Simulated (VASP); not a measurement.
# LiNbO3 (R-3c) in VASP: relaxation of cell and atoms with PBE

Aim: the relaxation of cell and atoms of LiNbO3 with PBE.

Program: VASP 6.6.1. These are calculated values, not measurements. Logs are shortened: lines on timing, memory, paths and dates and some standing lists are left out, and cuts for length are marked.

## 1. The cell of the first run

It takes space group R-3c (No. 167, trigonal). The conventional cell has a = 5.269 Å, b = 5.269 Å, c = 13.903 Å, α = 90.00°, β = 90.00°, γ = 120.00°. Within 2.7 Å of Li (site symmetry 32) lie 3 O at 2.00 Å. Nb (site symmetry -3) has 6 O at 2.01 Å within 2.7 Å. Within 2.7 Å of O (site symmetry 2) lie 1 Li at 2.00 Å and 2 Nb at 2.01 Å.

## 2. Relaxation of cell and atoms, PBE

The input, INCAR:

```
SYSTEM = LiNbO3
ALGO = Normal
EDIFF = 1E-6
EDIFFG = -0.04
ENCUT = 600
GGA = PE
IBRION = 2
ISIF = 3
ISMEAR = 0
LASPH = .TRUE.
LCHARG = .FALSE.
LREAL = .FALSE.
LWAVE = .FALSE.
NELM = 100
NSW = 90
PREC = Accurate
SIGMA = 0.1
```

The input, KPOINTS:

```
k-points
0
G
  6 6 6
  0 0 0
```

The input, POSCAR:

```
LiNbO3
1.0
    2.6347188739      1.5211556511      4.6343661322
   -2.6347188739      1.5211556511      4.6343661322
    0.0000000000     -3.0423113022      4.6343661322
Li Nb O
2 2 6
Direct
    0.2500000000      0.2500000000      0.2500000000
    0.7500000000      0.7500000000      0.7500000000
    0.5000000000      0.5000000000      0.5000000000
    0.0000000000      0.0000000000      0.0000000000
    0.1296300000      0.3703700000      0.7500000000
    0.3703700000      0.7500000000      0.1296300000
    0.8703700000      0.6296300000      0.2500000000
    0.2500000000      0.8703700000      0.6296300000
    0.6296300000      0.2500000000      0.8703700000
    0.7500000000      0.1296300000      0.3703700000
```

Potentials or basis: VASP PAW PBE potentials, release 64 (Li_sv, Nb_sv, O).

Launch:

```sh
cat potpaw_PBE.64/Li_sv/POTCAR potpaw_PBE.64/Nb_sv/POTCAR potpaw_PBE.64/O/POTCAR > POTCAR
mpirun -np 1 vasp_std > vasp.out
```

OUTCAR:

```text
SYSTEM = LiNbO3
   EDIFF = 1E-6
   EDIFFG = -0.04
   ENCUT = 600
   GGA = PE
   IBRION = 2
   ISIF = 3
   ISMEAR = 0
   LASPH = .TRUE.
   LREAL = .FALSE.
   NELM = 100
   NSW = 90
   PREC = Accurate

 ion  position               nearest neighbor table
   1  0.250  0.250  0.250-   7 2.00   8 2.00   9 2.00
   2  0.750  0.750  0.750-   5 2.00   6 2.00  10 2.00
   3  0.500  0.500  0.500-   8 2.01  10 2.01   9 2.01   6 2.01   7 2.01   5 2.01
   4  0.000  0.000  0.000-   6 2.01   9 2.01   8 2.01  10 2.01   7 2.01   5 2.01
   5  0.130  0.370  0.750-   2 2.00   3 2.01   4 2.01
   6  0.370  0.750  0.130-   2 2.00   4 2.01   3 2.01
   7  0.870  0.630  0.250-   1 2.00   3 2.01   4 2.01
   8  0.250  0.870  0.630-   1 2.00   3 2.01   4 2.01
   9  0.630  0.250  0.870-   1 2.00   4 2.01   3 2.01
  10  0.750  0.130  0.370-   2 2.00   3 2.01   4 2.01

  LATTYP: Found a trigonal (rhomboedric) cell.
 ALAT       =     5.5437358799
 COS(alpha) =     0.5482548499

  Lattice vectors:

 A1 = (   2.6347188739,   1.5211556511,   4.6343661322)
 A2 = (  -2.6347188739,   1.5211556511,   4.6343661322)
 A3 = (   0.0000000000,  -3.0423113022,   4.6343661322)

Analysis of symmetry for initial positions (statically):
=====================================================================
 Subroutine PRICEL returns:
 Original cell was already a primitive cell.

 Routine SETGRP: Setting up the symmetry group for a
 trigonal (rhombohedral) supercell.

 Subroutine GETGRP returns: Found 12 space group operations
 (whereof  6 operations were pure point group operations)
 out of a pool of 12 trial point group operations.

The static configuration has the point symmetry S_6 .
 The point group associated with its full space group is D_3d.

Analysis of symmetry for dynamics (positions and initial velocities):
=====================================================================
 Subroutine PRICEL returns:
 Original cell was already a primitive cell.

 Routine SETGRP: Setting up the symmetry group for a
 trigonal (rhombohedral) supercell.

 Subroutine GETGRP returns: Found 12 space group operations
 (whereof  6 operations were pure point group operations)
 out of a pool of 12 trial point group operations.

The dynamic configuration has the point symmetry S_6 .
 The point group associated with its full space group is D_3d.

 Subroutine INISYM returns: Found 12 space group operations
 (whereof  6 operations are pure point group operations),
 and found     1 'primitive' translations

----------------------------------------------------------------------------------------

                                     Primitive cell
[... 113 lines left out ...]
   ISIF   =      3    stress and relaxation
   ISYM   =      2    0-nonsym 1-usesym 2-fastsym
   POTIM  = 0.5000    time-step for ionic-motion
   TEBEG  =    0.0;   TEEND  =   0.0 temperature during run
   PSTRESS=    0.0 pullay stress
   NELECT =      68.0000    total number of electrons
   NUPDOWN=      -1.0000    fix difference up-down
   EMIN   =  10.00;   EMAX   =-10.00  energy-range for DOS
   EFERMI =   0.00;   METHOD = LEGACY
   ISMEAR =     0;   SIGMA  =   0.10  broadening in eV -4-tet -1-fermi 0-gaus
   EFERMI_NEDOS =   21; number of points for ismear=-14 and -15
   IALGO  =     38    algorithm
   IMIX   =      4    mixing-type and parameters
     AMIX     =   0.40;   BMIX     =  1.00
     AMIX_MAG =   1.60;   BMIX_MAG =  1.00
  volume/ion in A,a.u.               =      11.14        75.20
  Fermi-wavevector in a.u.,A,eV,Ry     =   1.388549  2.623978 26.232972  1.928069
  Thomas-Fermi vector in A             =   2.512665
   LORBIT       =      0    0 simple, 1 ext, 2 COOP (PROOUT), +10 PAW based schemes
   GGA     = PE    functional components
   LHFCALC =     F    Hartree Fock is set to
   AEXX    =    0.0000 exact exchange contribution
   IVDW    =     0    specifies the selected vdW correction
   LEPSILON=     F    determine dielectric tensor
   LRPA    =     F    only Hartree local field effects (RPA)
 conjugate gradient relaxation of ions
 non-spin polarized calculation
 Gauss-broadening in eV      SIGMA  =   0.10
  energy-cutoff  :      600.00
  volume of cell :      111.44
 maximum number of plane-waves:      3750
 NGX is ok and might be reduce to    48
   NGX = 23   NGY = 23   NGZ = 23

--------------------------------------- Ionic step        1  -------------------------------------------

 number of electron      67.9999987 magnetization

 Free energy of the ion-electron system (eV)
  ---------------------------------------------------
  ext. energy  EPLUGINS =         0.00000000
  ---------------------------------------------------
  free energy    TOTEN  =       -79.70985455 eV

  energy without entropy =      -79.70985455  energy(sigma->0) =      -79.70985455

------------------------ aborting loop because EDIFF is reached ----------------------------------------

  FORCE on cell =-STRESS in cart. coord.  units (eV):
  Direction    XX          YY          ZZ          XY          YZ          ZX
  --------------------------------------------------------------------------------------
  -------------------------------------------------------------------------------------
  Total       -4.0986186     -4.0986186     -3.7573979      0.0000000      0.0000000      0.0000000
  in kB      -58.9248598    -58.9248598    -54.0192111      0.0000000      0.0000000      0.0000000
  external PRESSURE =     -57.2896435 kB  Pullay stress =       0.0000000 kB
[... 75 lines left out ...]
--------------------------------------- Ionic step        3  -------------------------------------------

 number of electron      67.9999992 magnetization

 Free energy of the ion-electron system (eV)
  ---------------------------------------------------
  ext. energy  EPLUGINS =         0.00000000
  ---------------------------------------------------
  free energy    TOTEN  =       -79.77006024 eV

  energy without entropy =      -79.77006024  energy(sigma->0) =      -79.77006024

 E-fermi :   4.0270     XC(G=0): -10.6988

 val. band max:        3.5646117756   @ k =  -0.1667   0.1667   0.0000
 cond. band min:       6.0645517956   @ k =   0.5000   0.5000   0.0000
 fundamental gap:      2.4999400200
 Fermi energy:         4.0269865444

 k-point     1 :       0.0000    0.0000    0.0000
  band No.  band energies     occupation
      1     -50.9609      2.00000
      2     -50.9467      2.00000
      3     -39.3697      2.00000
      4     -39.3678      2.00000
      5     -27.1699      2.00000
      6     -27.1699      2.00000
[... 1021 lines left out ...]
     39       8.4979      0.00000
     40       8.7201      0.00000

 [... further k-points ...]
[... 5 lines left out ...]
  --------------------------------------------------------------------------------------
  -------------------------------------------------------------------------------------
  Total       -0.0259844     -0.0259844     -0.0710349      0.0000000      0.0000000      0.0000000
  in kB       -0.3841163     -0.3841163     -1.0500785      0.0000000      0.0000000      0.0000000
  external PRESSURE =      -0.6061037 kB  Pullay stress =       0.0000000 kB
[... 25 lines left out ...]
  FREE ENERGIE OF THE ION-ELECTRON SYSTEM (eV)
  ---------------------------------------------------
  free  energy   TOTEN  =       -79.7700602403 eV

  energy  without entropy=      -79.7700602403  energy(sigma->0) =      -79.77006024

 reached required accuracy - stopping structural energy minimisation
```

CONTCAR:

```text
LiNbO3
   1.00000000000000
     2.6096909846017233    1.5067057924759688    4.5940081017270664
    -2.6096909846017233    1.5067057924759688    4.5940081017270664
     0.0000000000000000   -3.0134115849519376    4.5940081017270664
  Li              Nb              O
     2     2     6
Direct
     0.2500000000000000    0.2500000000000000    0.2500000000000000
     0.7500000000000000    0.7500000000000000    0.7500000000000000
     0.5000000000000000    0.5000000000000000    0.5000000000000000
     0.0000000000000000    0.0000000000000000    0.0000000000000000
     0.1306072567027182    0.3693927432972817    0.7500000000000000
     0.3693927432972819    0.7500000000000002    0.1306072567027178
     0.8693927432972818    0.6306072567027182    0.2500000000000000
     0.2500000000000002    0.8693927432972820    0.6306072567027178
     0.6306072567027180    0.2499999999999998    0.8693927432972822
     0.7499999999999998    0.1306072567027180    0.3693927432972822

  0.00000000E+00  0.00000000E+00  0.00000000E+00
  0.00000000E+00  0.00000000E+00  0.00000000E+00
  0.00000000E+00  0.00000000E+00  0.00000000E+00
  0.00000000E+00  0.00000000E+00  0.00000000E+00
  0.00000000E+00  0.00000000E+00  0.00000000E+00
  0.00000000E+00  0.00000000E+00  0.00000000E+00
  0.00000000E+00  0.00000000E+00  0.00000000E+00
  0.00000000E+00  0.00000000E+00  0.00000000E+00
  0.00000000E+00  0.00000000E+00  0.00000000E+00
  0.00000000E+00  0.00000000E+00  0.00000000E+00
```

Run time: 14 min. Hardware: 1 thread of AMD EPYC 7R43 (Zen 3), shared host; peak memory 0.39 GiB.

What came out:

```yaml
Free_energy: -79.7701 eV
Relaxed_volume: 10.84 Å³/atom
Relaxed_cell: a = 5.494 Å, b = 5.494 Å, c = 5.494 Å, α = 56.72°, β = 56.72°, γ = 56.72°
Space_group_after_relaxing_to_0.1_Å: R-3c (No. 167)
Energy_gained_by_relaxing: 6.0 meV/atom
Ionic_steps: 3
Pressure_after_relaxing: -0.1 GPa
Largest_force_after_relaxing: 0.008 eV/Å
Band_gap_on_the_k_mesh: 2.50 eV (least direct gap 2.62 eV)
```

Forces in eV/Å, atoms in the order of the input:
```
Li   0.000  0.000  0.000
Li   0.000  0.000  0.000
Nb   0.000  0.000  0.000
Nb   0.000  0.000  0.000
O   -0.008  0.000  0.000
O    0.004  0.007  0.000
O    0.008  0.000  0.000
O   -0.004  0.007  0.000
O   -0.004 -0.007  0.000
O    0.004 -0.007  0.000
```

Step by step:
| step | energy change (eV) | largest force (eV/Å) | pressure (GPa) | volume (Å³) |
| --- | --- | --- | --- | --- |
| 1 | 0.0000 | 0.2271 | -5.73 | 111.44 |
| 2 | 0.0137 | 0.2910 | 7.03 | 105.14 |
| 3 | -0.0602 | 0.0078 | -0.06 | 108.38 |

Final structure:
```
Li Nb O
1.0
     2.60969    1.50671    4.59401
    -2.60969    1.50671    4.59401
     0.00000   -3.01341    4.59401
Li Nb O
2 2 6
Direct
  0.25000 0.25000 0.25000
  0.75000 0.75000 0.75000
  0.50000 0.50000 0.50000
  0.00000 0.00000 0.00000
  0.13061 0.36939 0.75000
  0.36939 0.75000 0.13061
  0.86939 0.63061 0.25000
  0.25000 0.86939 0.63061
  0.63061 0.25000 0.86939
  0.75000 0.13061 0.36939
```

Levels at points of the mesh, in eV from the valence-band top:
```
           k point  band 30  band 31  band 32  band 33  band 34  band 35  band 36  band 37  band 38  band 39
(0.00, 0.00, 0.00)    -0.25    -0.25    -0.21    -0.21    -0.08     2.55     2.55     2.72     4.63     4.63
(0.50, 0.00, 0.00)    -0.50    -0.28    -0.28    -0.23    -0.23     4.09     4.09     4.14     4.14     4.34
(0.50, 0.50, 0.00)    -1.08    -0.98    -0.42    -0.31    -0.26     2.50     3.59     3.94     4.32     4.98
(0.50, 0.50, 0.50)    -0.59    -0.30    -0.30    -0.30    -0.30     4.15     4.15     4.41     4.41     4.41
```

Caveat: the cutoff is under 1.25 times the usual one of these potentials, so pressure, stress and relaxed cells hold a basis-set (Pulay) error. A k mesh can miss the band edges.
